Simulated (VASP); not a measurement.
Write the native input for VASP 6.6.1 that does the following.

```yaml
Task: single point
Functional: PBEsol
Potentials_or_basis: VASP PAW PBE potentials, release 64 (Si, O)
Cutoff: 520 eV
k_mesh: 2 × 2 × 2
Occupations: fermi-dirac, width 0.05 eV
Spin: collinear spin, ferromagnetic start
Starting_moments: "[0.0, 0.0, 0.0, 0.0, 0.0, 0.0, 0.0, 0.0, 0.0, 0.0, 0.0, 0.0, 0.0, 0.0, 0.0, 0.0, 1.0] μB"
Dipole_correction: no
Further_INCAR_settings: LREAL = Auto; ALGO = Normal; EDIFF = 1e-07; NBANDS = 53
```

The structure of Si16O (a cell with a defect) lies in POSCAR:

```
Si16O
1.0
    0.0000000000      5.4300000000      5.4300000000
    5.4300000000      0.0000000000      5.4300000000
    5.4300000000      5.4300000000      0.0000000000
Si O
16 1
Direct
   -0.0323204420      0.0693922652     -0.0475138122
    0.1233885820      0.1099631676      0.1109208103
    0.1013627993     -0.0380478821      0.4839594843
    0.1742541436      0.1833517495      0.5565745856
   -0.0740055249      0.5042265193     -0.0351657459
    0.0000276243      0.6595672192      0.1174309392
    0.0181031308      0.5479005525      0.4323756906
    0.1494843462      0.6137753223      0.6160036832
    0.5259852670      0.0213259669     -0.0431860037
    0.5764456722      0.1272191529      0.1521915285
    0.5027992634     -0.0372928177      0.5250828729
    0.7312430939      0.0650552486      0.6044106814
    0.3897329650      0.5352578269      0.0050736648
    0.5679005525      0.6523941068      0.0775874770
    0.6053314917      0.4375598527      0.4439318600
    0.6556169429      0.6055616943      0.5868508287
    0.3642725599      0.3924309392      0.5906813996
```

These files were run (other wordings do the same):

INCAR

```
SYSTEM = Si16O
PREC = Accurate ; ENCUT = 520
EDIFF = 1E-7 ; ISMEAR = -1
SIGMA = 0.05 ; LREAL = Auto
LASPH = .TRUE. ; NELM = 150
ALGO = Normal ; ISIF = 2
LWAVE = .FALSE. ; LCHARG = .TRUE.
ISPIN = 2 ; MAGMOM = 0 0 0 0 0 0 0 0 0 0 0 0 0 0 0 0 1
LORBIT = 11 ; GGA = PS
LELF = .TRUE. ; LVHAR = .TRUE.
NBANDS = 53
```

KPOINTS

```
Automatic mesh
0
G
  2 2 2
  0 0 0
```

Potentials or basis: VASP PAW PBE potentials, release 64 (Si, O).

Run with:

```bash
$ cat potpaw_PBE.64/Si/POTCAR potpaw_PBE.64/O/POTCAR > POTCAR
$ mpirun -np 1 vasp_std > vasp.out
```

Results of the run:

The pressure is -0.3 GPa and the largest force is 2.986 eV/Å. The band gap on the k mesh is 0.03 eV and the net moment is 0.00 μB per cell. The valence electrons inside the program's atomic spheres are Si 1.60, 1.62, 1.69, 1.67, 1.66, 1.72, 1.63, 1.59, 1.68 (each value once); O 5.10.

Caveat: the k points lie up to 0.50 Å⁻¹ apart; the atoms stand as in a frame of molecular dynamics; semilocal functionals underestimate gaps, and a narrow one can read as zero; the PAW data sets were made with another functional, which shifts forces and pressure a little.

It took 14 min on 1 thread of Oxide Virtual Turin-like Processor, on a shared host, peak memory 0.68 GiB.
